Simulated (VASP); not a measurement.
# CaF2 (Fm-3m) in VASP: notebook

CaF2 is run at these levels: PBEsol+D3(BJ); tasks: single point.

Program: VASP 6.6.1. These are calculated values, not measurements. Logs are shortened: lines on timing, memory, paths and dates and some standing lists are left out, and cuts for length are marked.

**1. The cell of the first run**

Symmetry: Fm-3m, No. 225, cubic system. Conventional cell: a = 5.413 Å, b = 5.413 Å, c = 5.413 Å, α = 90.00°, β = 90.00°, γ = 90.00°. Ca (site symmetry m-3m) has 8 F at 2.34 Å within 3.1 Å. Within 3.1 Å of F (site symmetry -43m) lie 4 Ca at 2.34 Å and 6 F at 2.71 Å.

**2. Single point, PBEsol+D3(BJ)**

INCAR reads:

```
PREC = Accurate ; ENCUT = 600
EDIFF = 1E-6 ; ISMEAR = 0
SIGMA = 0.05 ; LREAL = F
LASPH = T ; NELM = 120
ALGO = Normal ; ISIF = 2
LWAVE = F ; LCHARG = F
GGA = PS ; IVDW = 12
NBANDS = 19 ; GGA_COMPAT = F
```

KPOINTS reads:

```
Automatic mesh
0
Gamma
  6 6 6
```

POSCAR reads:

```
CaF2
1.0
    0.0000000000      2.7065054070      2.7065054070
    2.7065054070      0.0000000000      2.7065054070
    2.7065054070      2.7065054070      0.0000000000
Ca F
1 2
Direct
    0.0000000000      0.0000000000      0.0000000000
    0.2500000000      0.2500000000      0.2500000000
    0.7500000000      0.7500000000      0.7500000000
```

Potentials or basis: VASP PAW PBE potentials, release 64 (Ca_sv, F).

Command:

```
$ cat potpaw_PBE.64/Ca_sv/POTCAR potpaw_PBE.64/F/POTCAR > POTCAR
$ mpirun -np 1 vasp_std > vasp.out
```

OUTCAR:

```text
PREC = Accurate
   ENCUT = 600
   EDIFF = 1E-6
   ISMEAR = 0
   LREAL = F
   LASPH = T
   NELM = 120
   ISIF = 2
   GGA = PS
   IVDW = 12
 IVDW          = 12

 ion  position               nearest neighbor table
   1  0.000  0.000  0.000-   3 2.34   3 2.34   3 2.34   2 2.34   3 2.34   2 2.34   2 2.34   2 2.34

   2  0.250  0.250  0.250-   1 2.34   1 2.34   1 2.34   1 2.34
   3  0.750  0.750  0.750-   1 2.34   1 2.34   1 2.34   1 2.34

  LATTYP: Found a face centered cubic cell.
 ALAT       =     5.4130108140

  Lattice vectors:

 A1 = (   0.0000000000,   2.7065054070,   2.7065054070)
 A2 = (   2.7065054070,   0.0000000000,   2.7065054070)
 A3 = (   2.7065054070,   2.7065054070,   0.0000000000)

Analysis of symmetry for initial positions (statically):
=====================================================================
 Subroutine PRICEL returns:
 Original cell was already a primitive cell.

 Routine SETGRP: Setting up the symmetry group for a
 face centered cubic supercell.

 Subroutine GETGRP returns: Found 48 space group operations
 (whereof 48 operations were pure point group operations)
 out of a pool of 48 trial point group operations.

The static configuration has the point symmetry O_h .

Analysis of symmetry for dynamics (positions and initial velocities):
=====================================================================
 Subroutine PRICEL returns:
 Original cell was already a primitive cell.

 Routine SETGRP: Setting up the symmetry group for a
 face centered cubic supercell.

 Subroutine GETGRP returns: Found 48 space group operations
 (whereof 48 operations were pure point group operations)
 out of a pool of 48 trial point group operations.

The dynamic configuration has the point symmetry O_h .

 Subroutine INISYM returns: Found 48 space group operations
 (whereof 48 operations are pure point group operations),
 and found     1 'primitive' translations

----------------------------------------------------------------------------------------

                                     Primitive cell

  volume of cell :      39.6512

  direct lattice vectors                    reciprocal lattice vectors
[... 75 lines left out ...]
   LNONCOLLINEAR =      F non collinear calculations
   LSORBIT =      F    spin-orbit coupling
   LASPH  =      T    aspherical Exc in radial PAW
   ENCUT  =  600.0 eV  44.10 Ry    6.64 a.u.   7.64  7.64  7.64*2*pi/ulx,y,z
   NELM   =    120;   NELMIN=  2; NELMDL= -5     # of ELM steps
   EDIFF  = 0.1E-05   stopping-criterion for ELM
   LREAL  =      F    real-space projection
   EDIFFG = 0.1E-04   stopping-criterion for IOM
   NSW    =      0    number of steps for IOM
   IBRION =     -1    ionic relax: 0-MD 1-quasi-New 2-CG
   NFREE  =      0    steps in history (QN), initial steepest desc. (CG)
   ISIF   =      2    stress and relaxation
   ISYM   =      2    0-nonsym 1-usesym 2-fastsym
   POTIM  = 0.5000    time-step for ionic-motion
   TEBEG  =    0.0;   TEEND  =   0.0 temperature during run
   PSTRESS=    0.0 pullay stress
   NELECT =      24.0000    total number of electrons
   NUPDOWN=      -1.0000    fix difference up-down
   EMIN   =  10.00;   EMAX   =-10.00  energy-range for DOS
   EFERMI =   0.00;   METHOD = LEGACY
   ISMEAR =     0;   SIGMA  =   0.05  broadening in eV -4-tet -1-fermi 0-gaus
   EFERMI_NEDOS =   21; number of points for ismear=-14 and -15
   IALGO  =     38    algorithm
   IMIX   =      4    mixing-type and parameters
     AMIX     =   0.40;   BMIX     =  1.00
     AMIX_MAG =   1.60;   BMIX_MAG =  1.00
  volume/ion in A,a.u.               =      13.22        89.19
  Fermi-wavevector in a.u.,A,eV,Ry     =   1.384819  2.616928 26.092215  1.917724
  Thomas-Fermi vector in A             =   2.509287
   LORBIT       =      0    0 simple, 1 ext, 2 COOP (PROOUT), +10 PAW based schemes
   GGA     = PS    functional components
   LHFCALC =     F    Hartree Fock is set to
   AEXX    =    0.0000 exact exchange contribution
   IVDW    =    12    specifies the selected vdW correction
   LEPSILON=     F    determine dielectric tensor
   LRPA    =     F    only Hartree local field effects (RPA)
 non-spin polarized calculation
 Gauss-broadening in eV      SIGMA  =   0.05
  energy-cutoff  :      600.00
  volume of cell :       39.65
 maximum number of plane-waves:      1363
 NGX is ok and might be reduce to    32
   NGX = 15   NGY = 15   NGZ = 15

 number of electron      23.9999988 magnetization

 Free energy of the ion-electron system (eV)
  ---------------------------------------------------
  ext. energy  EPLUGINS =         0.00000000
  ---------------------------------------------------
  free energy    TOTEN  =       -17.90358361 eV

  energy without entropy =      -17.90358361  energy(sigma->0) =      -17.90358361

 E-fermi :  -0.6149     XC(G=0): -10.0380

 val. band max:       -0.9402161926   @ k =   0.5000   0.5000   0.0000
 cond. band min:       6.3096486940   @ k =   0.0000   0.0000   0.0000
 fundamental gap:      7.2498648866
 Fermi energy:        -0.6149457207

 k-point     1 :       0.0000    0.0000    0.0000
  band No.  band energies     occupation
      1     -36.6220      2.00000
      2     -20.8306      2.00000
      3     -19.9982      2.00000
      4     -17.6465      2.00000
      5     -17.6465      2.00000
      6     -17.6465      2.00000
[... 329 lines left out ...]
      6     -17.0927      2.00000
[... 11 lines left out ...]
     18      13.7001      0.00000
     19      13.7904      0.00000

------------------------ aborting loop because EDIFF is reached ----------------------------------------

 Edisp (eV)   -0.43894

 E8    (eV) :    -0.2861

  FORCE on cell =-STRESS in cart. coord.  units (eV):
  Direction    XX          YY          ZZ          XY          YZ          ZX
  --------------------------------------------------------------------------------------
  -------------------------------------------------------------------------------------
  Total      -0.29279    -0.29279    -0.29279     0.00000     0.00000     0.00000
  in kB     -11.83051   -11.83051   -11.83051     0.00000     0.00000     0.00000
  external pressure =      -11.83 kB  Pullay stress =        0.00 kB

 VOLUME and BASIS-vectors are now :
 -----------------------------------------------------------------------------
  energy-cutoff  :      600.00
  volume of cell :       39.65
      direct lattice vectors                 reciprocal lattice vectors
     0.000000000  2.706505407  2.706505407    -0.184740071  0.184740071  0.184740071
     2.706505407  0.000000000  2.706505407     0.184740071 -0.184740071  0.184740071
     2.706505407  2.706505407  0.000000000     0.184740071  0.184740071 -0.184740071

 POSITION                                       TOTAL-FORCE (eV/Angst)
 -----------------------------------------------------------------------------------
      0.00000      0.00000      0.00000         0.000000      0.000000      0.000000
      1.35325      1.35325      1.35325         0.000000      0.000000      0.000000
      4.05976      4.05976      4.05976        -0.000000     -0.000000     -0.000000
 -----------------------------------------------------------------------------------
    total drift:                                0.000000     -0.000000      0.000000

  FREE ENERGIE OF THE ION-ELECTRON SYSTEM (eV)
  ---------------------------------------------------
  free  energy   TOTEN  =       -18.3425281008 eV

  energy  without entropy=      -18.3425281008  energy(sigma->0) =      -18.34252810
```

OSZICAR:

```text
N       E                     dE             d eps       ncg     rms          rms(c)
DAV:   1     0.230271031766E+03    0.23027E+03   -0.14590E+04   608   0.142E+03
DAV:   2    -0.633153203531E+01   -0.23660E+03   -0.22938E+03   712   0.371E+02
DAV:   3    -0.185929814504E+02   -0.12261E+02   -0.12194E+02   689   0.884E+01
DAV:   4    -0.189809329237E+02   -0.38795E+00   -0.38674E+00   929   0.127E+01
DAV:   5    -0.189839157380E+02   -0.29828E-02   -0.29825E-02   685   0.128E+00    0.736E+00
DAV:   6    -0.179063773819E+02    0.10775E+01   -0.43534E+00   650   0.147E+01    0.298E+00
DAV:   7    -0.178916221959E+02    0.14755E-01   -0.10565E-01   728   0.328E+00    0.168E+00
DAV:   8    -0.179007897930E+02   -0.91676E-02   -0.33519E-02   691   0.205E+00    0.214E-01
DAV:   9    -0.179027966972E+02   -0.20069E-02   -0.70737E-03   731   0.612E-01    0.130E-01
DAV:  10    -0.179035708817E+02   -0.77418E-03   -0.16141E-03   635   0.326E-01    0.193E-02
DAV:  11    -0.179035796064E+02   -0.87247E-05   -0.48338E-05   728   0.633E-02    0.801E-03
DAV:  12    -0.179035838332E+02   -0.42268E-05   -0.93457E-06   709   0.278E-02    0.357E-03
DAV:  13    -0.179035836054E+02    0.22772E-06   -0.26960E-06   651   0.126E-02
   1 F= -.18342528E+02 E0= -.18342528E+02  d E =-.163519E-21
```

stdout:

```text
POSCAR found type information on POSCAR CaF
 POSCAR found :  2 types and       3 ions
 scaLAPACK will be used
 -----------------------------------------------------------------------------
|                                                                             |
|                                                                             |
|     You enforced a specific xc type in the INCAR file but a different       |
|     I HOPE YOU KNOW WHAT YOU ARE DOING!                                     |
|                                                                             |
 -----------------------------------------------------------------------------

 LDA part: xc-table for (Slater+PW92), standard interpolation
 POSCAR, INCAR and KPOINTS ok, starting setup
 FFT: planning ... GRIDC
 FFT: planning ... GRID_SOFT
 FFT: planning ... GRID
 WAVECAR not read
 entering main loop
```

It took 13 s on 1 thread of Intel Xeon 6975P-C (Granite Rapids), shared host; peak memory 0.18 GiB.

What came out:

| Quantity | Value |
| --- | --- |
| Free energy | -18.3425 eV |
| Pressure | -1.2 GPa |
| Band gap on the k mesh | 7.25 eV (least direct gap 7.51 eV) |
| Dispersion energy per atom | -0.146 eV |

Caveat: three body term missing; the PAW data sets were made with another functional, which shifts forces and pressure a little. A k mesh can miss the band edges.

**3. Single point, PBEsol+D3(BJ)**

This run uses another cell than the first one, of 13.58 Å³/atom.

INCAR reads:

```
PREC = Accurate
ENCUT = 600
EDIFF = 1E-6
ISMEAR = 0
SIGMA = 0.05
LREAL = False
LASPH = True
NELM = 120
ALGO = Normal
ISIF = 2
LWAVE = False
LCHARG = True
GGA = PS
IVDW = 12
LELF = True
LVHAR = True
NBANDS = 19
GGA_COMPAT = False
```

KPOINTS reads:

```
regular mesh
0
Gamma
  6 6 6
```

POSCAR reads:

```
CaF2
1.0
    0.0000000000      2.7310000000      2.7310000000
    2.7310000000      0.0000000000      2.7310000000
    2.7310000000      2.7310000000      0.0000000000
Ca F
1 2
Direct
    0.0000000000      0.0000000000      0.0000000000
    0.2500000000      0.2500000000      0.2500000000
    0.7500000000      0.7500000000      0.7500000000
```

Potentials or basis: VASP PAW PBE potentials, release 64 (Ca_sv, F).

Command:

```
$ cat potpaw_PBE.64/Ca_sv/POTCAR potpaw_PBE.64/F/POTCAR > POTCAR
$ mpirun -np 1 vasp_std > vasp.out
```

Run time: 14 s. Hardware: 1 thread of Intel Xeon 6975P-C (Granite Rapids), shared host; peak memory 0.18 GiB.

Results (log left out):

- Free energy: -18.3296 eV
- Pressure: -3.4 GPa
- Band gap on the k mesh: 7.09 eV (least direct gap 7.35 eV)
- Dispersion energy per atom: -0.142 eV

Levels at points of the mesh, in eV from the valence-band top:
```
           k point  band 9  band 10  band 11  band 12  band 13  band 14  band 15  band 16
(0.00, 0.00, 0.00)   -2.14    -0.26    -0.26    -0.26     7.09     9.12     9.12    11.23
(0.50, 0.00, 0.00)   -1.31    -1.26    -0.85    -0.85     9.35     9.35     9.70    10.54
(0.50, 0.50, 0.00)   -1.67    -0.37    -0.37     0.00     8.02     9.47    10.07    10.86
```

Caveat: three body term missing; the cell stands under tension; the PAW data sets were made with another functional, which shifts forces and pressure a little.

**4. Single point, PBEsol+D3(BJ)**

This run uses another cell than the first one, of 13.94 Å³/atom.

INCAR reads:

```
SYSTEM = CaF2
  ALGO = Normal
  EDIFF = 1E-6
  ENCUT = 600
  GGA = PS
  GGA_COMPAT = .False.
  ISIF = 2
  ISMEAR = 0
  IVDW = 12
  LASPH = .True.
  LCHARG = .True.
  LELF = .True.
  LREAL = .False.
  LVHAR = .True.
  LWAVE = .False.
  NBANDS = 19
  NELM = 120
  PREC = Accurate
  SIGMA = 0.05
```

KPOINTS reads:

```
k-points
0
Gamma
  6 6 6
  0 0 0
```

POSCAR reads:

```
CaF2
1.0
    0.0000000000      2.7550629139      2.7550629139
    2.7550629139      0.0000000000      2.7550629139
    2.7550629139      2.7550629139      0.0000000000
Ca F
1 2
Direct
    0.0000000000      0.0000000000      0.0000000000
    0.2500000000      0.2500000000      0.2500000000
    0.7500000000      0.7500000000      0.7500000000
```

Command:

```
$ cat potpaw_PBE.64/Ca_sv/POTCAR potpaw_PBE.64/F/POTCAR > POTCAR
$ mpirun -np 1 vasp_std > vasp.out
```

Run time: 13 s. Hardware: 1 thread of Intel Xeon 6975P-C (Granite Rapids), shared host; peak memory 0.19 GiB.

It converged, with:

- Free energy: -18.3024 eV
- Pressure: -5.3 GPa
- Band gap on the k mesh: 6.95 eV (least direct gap 7.20 eV)
- Dispersion energy per atom: -0.138 eV

Levels at points of the mesh, in eV from the valence-band top:
| k point | band 10 | band 11 | band 12 | band 13 | band 14 | band 15 |
| --- | --- | --- | --- | --- | --- | --- |
| (0.00, 0.00, 0.00) | -0.25 | -0.25 | -0.25 | 6.95 | 9.02 | 9.02 |
| (0.50, 0.00, 0.00) | -1.23 | -0.83 | -0.83 | 9.23 | 9.23 | 9.53 |
| (0.50, 0.50, 0.00) | -0.36 | -0.36 | 0.00 | 7.95 | 9.32 | 9.93 |

Caveat: three body term missing; the cell stands under tension; the PAW data sets were made with another functional, which shifts forces and pressure a little. A k mesh can miss the band edges.

**5. Single point, PBEsol+D3(BJ)**

This run uses another cell than the first one, of 14.30 Å³/atom.

INCAR reads:

```
SYSTEM = CaF2
  PREC = Accurate
  ENCUT = 600
  EDIFF = 1E-6
  ISMEAR = 0
  SIGMA = 0.05
  LREAL = .FALSE.
  LASPH = .TRUE.
  NELM = 120
  ALGO = Normal
  ISIF = 2
  LWAVE = .FALSE.
  LCHARG = .TRUE.
  GGA = PS
  IVDW = 12
  LELF = .TRUE.
  LVHAR = .TRUE.
  NBANDS = 19
  GGA_COMPAT = .FALSE.
```

KPOINTS reads:

```
regular mesh
0
G
  6 6 6
  0 0 0
```

POSCAR reads:

```
CaF2
1.0
    0.0000000000      2.7787126793      2.7787126793
    2.7787126793      0.0000000000      2.7787126793
    2.7787126793      2.7787126793      0.0000000000
Ca F
1 2
Direct
    0.0000000000      0.0000000000      0.0000000000
    0.2500000000      0.2500000000      0.2500000000
    0.7500000000      0.7500000000      0.7500000000
```

Command:

```
$ cat potpaw_PBE.64/Ca_sv/POTCAR potpaw_PBE.64/F/POTCAR > POTCAR
$ mpirun -np 1 vasp_std > vasp.out
```

Run time: 16 s. Hardware: 1 thread of Intel Xeon 6975P-C (Granite Rapids), shared host; peak memory 0.19 GiB.

Results (log left out):

```yaml
Free_energy: -18.2634 eV
Pressure: -6.9 GPa
Band_gap_on_the_k_mesh: 6.80 eV (least direct gap 7.05 eV)
Dispersion_energy_per_atom: -0.135 eV
```

Levels at points of the mesh, in eV from the valence-band top:
| k point | band 8 | band 9 | band 10 | band 11 | band 12 | band 13 | band 14 | band 15 | band 16 | band 17 |
| --- | --- | --- | --- | --- | --- | --- | --- | --- | --- | --- |
| (0.00, 0.00, 0.00) | -1.98 | -1.98 | -0.25 | -0.25 | -0.25 | 6.80 | 8.92 | 8.92 | 10.82 | 10.82 |
| (0.50, 0.00, 0.00) | -1.42 | -1.25 | -1.19 | -0.81 | -0.81 | 9.12 | 9.12 | 9.37 | 10.29 | 10.58 |
| (0.50, 0.50, 0.00) | -1.59 | -1.59 | -0.34 | -0.34 | 0.00 | 7.88 | 9.18 | 9.80 | 10.51 | 10.51 |

Caveat: three body term missing; the cell stands under tension; the PAW data sets were made with another functional, which shifts forces and pressure a little. A k mesh can miss the band edges.

(Part 1 of 2 ends here.)
